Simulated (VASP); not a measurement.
# InPd (Pm-3m) in VASP: a series of runs

The runs below take InPd through single point, with PBEsol+D3(BJ), PBEsol+D4, PBEsol.

All numbers are computed with VASP 6.6.1; they aren't measurements. Logs are shortened: lines on timing, memory, paths and dates and some standing lists are left out, and cuts for length are marked.

**1. The cell of the first run**

Symmetry: Pm-3m, No. 221, cubic system. The conventional cell has a = 3.208 Å, b = 3.208 Å, c = 3.208 Å, α = 90.00°, β = 90.00°, γ = 90.00°. Within 3.7 Å of In (site symmetry m-3m) lie 8 Pd at 2.78 Å and 6 In at 3.21 Å. Pd (site symmetry m-3m) has 8 In at 2.78 Å and 6 Pd at 3.21 Å within 3.7 Å.

**2. Single point, PBEsol+D3(BJ)**

Contents of INCAR:

```
SYSTEM = InPd
PREC = Accurate
ENCUT = 520
EDIFF = 1E-6
ISMEAR = -1
SIGMA = 0.05
LREAL = .FALSE.
LASPH = .TRUE.
NELM = 100
ALGO = Normal
ISIF = 2
LWAVE = .FALSE.
LCHARG = .FALSE.
GGA = PS
IVDW = 12
NBANDS = 18
```

Contents of KPOINTS:

```
regular mesh
0
G
  8 8 8
  0 0 0
```

Contents of POSCAR:

```
InPd
1.0
    3.2078976270      0.0000000000      0.0000000000
    0.0000000000      3.2078976270      0.0000000000
    0.0000000000      0.0000000000      3.2078976270
In Pd
1 1
Direct
    0.0000000000      0.0000000000      0.0000000000
    0.5000000000      0.5000000000      0.5000000000
```

Potentials or basis: VASP PAW PBE potentials, release 64 (In_d, Pd).

Started as:

```sh
> cat potpaw_PBE.64/In_d/POTCAR potpaw_PBE.64/Pd/POTCAR > POTCAR
> mpirun -np 1 vasp_std > vasp.out
```

OUTCAR:

```text
SYSTEM = InPd
   PREC = Accurate
   ENCUT = 520
   EDIFF = 1E-6
   ISMEAR = -1
   LREAL = .FALSE.
   LASPH = .TRUE.
   NELM = 100
   ISIF = 2
   GGA = PS
   IVDW = 12
 IVDW          = 12

 ion  position               nearest neighbor table
   1  0.000  0.000  0.000-   2 2.78   2 2.78   2 2.78   2 2.78   2 2.78   2 2.78   2 2.78   2 2.78

   2  0.500  0.500  0.500-   1 2.78   1 2.78   1 2.78   1 2.78   1 2.78   1 2.78   1 2.78   1 2.78

  LATTYP: Found a simple cubic cell.
 ALAT       =     3.2078976270

  Lattice vectors:

 A1 = (   3.2078976270,   0.0000000000,   0.0000000000)
 A2 = (   0.0000000000,   3.2078976270,   0.0000000000)
 A3 = (   0.0000000000,   0.0000000000,   3.2078976270)

Analysis of symmetry for initial positions (statically):
=====================================================================
 Subroutine PRICEL returns:
 Original cell was already a primitive cell.

 Routine SETGRP: Setting up the symmetry group for a
 simple cubic supercell.

 Subroutine GETGRP returns: Found 48 space group operations
 (whereof 48 operations were pure point group operations)
 out of a pool of 48 trial point group operations.

The static configuration has the point symmetry O_h .

Analysis of symmetry for dynamics (positions and initial velocities):
=====================================================================
 Subroutine PRICEL returns:
 Original cell was already a primitive cell.

 Routine SETGRP: Setting up the symmetry group for a
 simple cubic supercell.

 Subroutine GETGRP returns: Found 48 space group operations
 (whereof 48 operations were pure point group operations)
 out of a pool of 48 trial point group operations.

The dynamic configuration has the point symmetry O_h .

 Subroutine INISYM returns: Found 48 space group operations
 (whereof 48 operations are pure point group operations),
 and found     1 'primitive' translations

----------------------------------------------------------------------------------------

                                     Primitive cell

  volume of cell :      33.0112

  direct lattice vectors                    reciprocal lattice vectors
     3.207897627  0.000000000  0.000000000     0.311730646  0.000000000  0.000000000
     0.000000000  3.207897627  0.000000000     0.000000000  0.311730646  0.000000000
     0.000000000  0.000000000  3.207897627     0.000000000  0.000000000  0.311730646

  length of vectors
     3.207897627  3.207897627  3.207897627     0.311730646  0.311730646  0.311730646

  position of ions in fractional coordinates (direct lattice)
[... 78 lines left out ...]
   NELM   =    100;   NELMIN=  2; NELMDL= -5     # of ELM steps
   EDIFF  = 0.1E-05   stopping-criterion for ELM
   LREAL  =      F    real-space projection
   EDIFFG = 0.1E-04   stopping-criterion for IOM
   NSW    =      0    number of steps for IOM
   IBRION =     -1    ionic relax: 0-MD 1-quasi-New 2-CG
   NFREE  =      0    steps in history (QN), initial steepest desc. (CG)
   ISIF   =      2    stress and relaxation
   ISYM   =      2    0-nonsym 1-usesym 2-fastsym
   POTIM  = 0.5000    time-step for ionic-motion
   TEBEG  =    0.0;   TEEND  =   0.0 temperature during run
   PSTRESS=    0.0 pullay stress
   NELECT =      23.0000    total number of electrons
   NUPDOWN=      -1.0000    fix difference up-down
   EMIN   =  10.00;   EMAX   =-10.00  energy-range for DOS
   EFERMI =   0.00;   METHOD = LEGACY
   ISMEAR =    -1;   SIGMA  =   0.05  broadening in eV -4-tet -1-fermi 0-gaus
   EFERMI_NEDOS =   21; number of points for ismear=-14 and -15
   IALGO  =     38    algorithm
   IMIX   =      4    mixing-type and parameters
     AMIX     =   0.40;   BMIX     =  1.00
     AMIX_MAG =   1.60;   BMIX_MAG =  1.00
  volume/ion in A,a.u.               =      16.51       111.39
  Fermi-wavevector in a.u.,A,eV,Ry     =   1.451321  2.742600 28.658413  2.106334
  Thomas-Fermi vector in A             =   2.568832
   LORBIT       =      0    0 simple, 1 ext, 2 COOP (PROOUT), +10 PAW based schemes
   GGA     = PS    functional components
   LHFCALC =     F    Hartree Fock is set to
   AEXX    =    0.0000 exact exchange contribution
   IVDW    =    12    specifies the selected vdW correction
   LEPSILON=     F    determine dielectric tensor
   LRPA    =     F    only Hartree local field effects (RPA)
 non-spin polarized calculation
  energy-cutoff  :      520.00
  volume of cell :       33.01
 maximum number of plane-waves:       912
 NGX is ok and might be reduce to    24
   NGX = 11   NGY = 11   NGZ = 11

 number of electron      22.9999996 magnetization

 Free energy of the ion-electron system (eV)
  ---------------------------------------------------
  ext. energy  EPLUGINS =         0.00000000
  ---------------------------------------------------
  free energy    TOTEN  =        -9.98281845 eV

  energy without entropy =       -9.97298316  energy(sigma->0) =       -9.97790081

 E-fermi :  11.1672     XC(G=0): -12.7430

 val. band max:       11.1400912424   @ k =   0.3750   0.2500   0.1250
 cond. band min:      11.3837214875   @ k =   0.5000   0.5000   0.5000
 fundamental gap:      0.2436302452
 Fermi energy:        11.1672013360

 k-point     1 :       0.0000    0.0000    0.0000
  band No.  band energies     occupation
      1      -3.7752      2.00000
      2      -3.7752      2.00000
      3      -3.2837      2.00000
      4      -3.2837      2.00000
      5      -3.2837      2.00000
      6       0.6480      2.00000
[... 481 lines left out ...]
      5      -3.0940      2.00000
      6       4.7865      2.00000
[... 10 lines left out ...]
     17      22.5905      0.00000
     18      24.6860      0.00000

 [... further k-points ...]

------------------------ aborting loop because EDIFF is reached ----------------------------------------

 Edisp (eV)   -1.13199

 E8    (eV) :    -0.7893

  FORCE on cell =-STRESS in cart. coord.  units (eV):
  Direction    XX          YY          ZZ          XY          YZ          ZX
  --------------------------------------------------------------------------------------
  -------------------------------------------------------------------------------------
  Total       0.04138     0.04138     0.04138    -0.00000    -0.00000    -0.00000
  in kB       2.00819     2.00819     2.00819    -0.00000    -0.00000    -0.00000
  external pressure =        2.01 kB  Pullay stress =        0.00 kB

 VOLUME and BASIS-vectors are now :
 -----------------------------------------------------------------------------
  energy-cutoff  :      520.00
  volume of cell :       33.01
      direct lattice vectors                 reciprocal lattice vectors
     3.207897627  0.000000000  0.000000000     0.311730646  0.000000000  0.000000000
     0.000000000  3.207897627  0.000000000     0.000000000  0.311730646  0.000000000
     0.000000000  0.000000000  3.207897627     0.000000000  0.000000000  0.311730646

 POSITION                                       TOTAL-FORCE (eV/Angst)
 -----------------------------------------------------------------------------------
      0.00000      0.00000      0.00000         0.000000      0.000000      0.000000
      1.60395      1.60395      1.60395         0.000000      0.000000      0.000000
 -----------------------------------------------------------------------------------
    total drift:                                0.000000      0.000000     -0.000000

  FREE ENERGIE OF THE ION-ELECTRON SYSTEM (eV)
  ---------------------------------------------------
  free  energy   TOTEN  =       -11.1148086133 eV

  energy  without entropy=      -11.1049733189  energy(sigma->0) =      -11.10989097
```

Run time: 9.7 s. Hardware: 1 thread of Intel Xeon 8259CL, shared host; peak memory 0.16 GiB.

Results:

```yaml
Free_energy: -11.1148 eV
Pressure: 0.2 GPa
Band_gap_on_the_k_mesh: zero (an odd number of electrons rules out a gap without spin polarisation)
Dispersion_energy_per_atom: -0.566 eV
```

Levels at points of the mesh, in eV from the Fermi level:
```tsv
k point	band 8	band 9	band 10	band 11	band 12	band 13	band 14	band 15	band 16	band 17
(0.00, 0.00, 0.00)	-4.01	-2.31	-2.31	-2.31	4.36	4.36	4.36	10.26	11.11	11.11
(0.50, 0.00, 0.00)	-4.03	-3.42	-3.42	-2.41	-1.06	10.15	10.15	10.20	11.17	11.17
(0.50, 0.50, 0.00)	-2.75	-2.75	-2.50	-2.50	-1.68	1.85	2.74	9.95	11.54	11.54
(0.50, 0.50, 0.50)	-5.17	-1.63	-1.63	0.22	3.94	3.94	3.94	4.73	4.73	4.73
```

Caveat: the PAW data sets were made with another functional, which shifts forces and pressure a little; spin-orbit coupling is left out, which moves the levels of the heavy elements.

(Continued in part 2 of 2.)
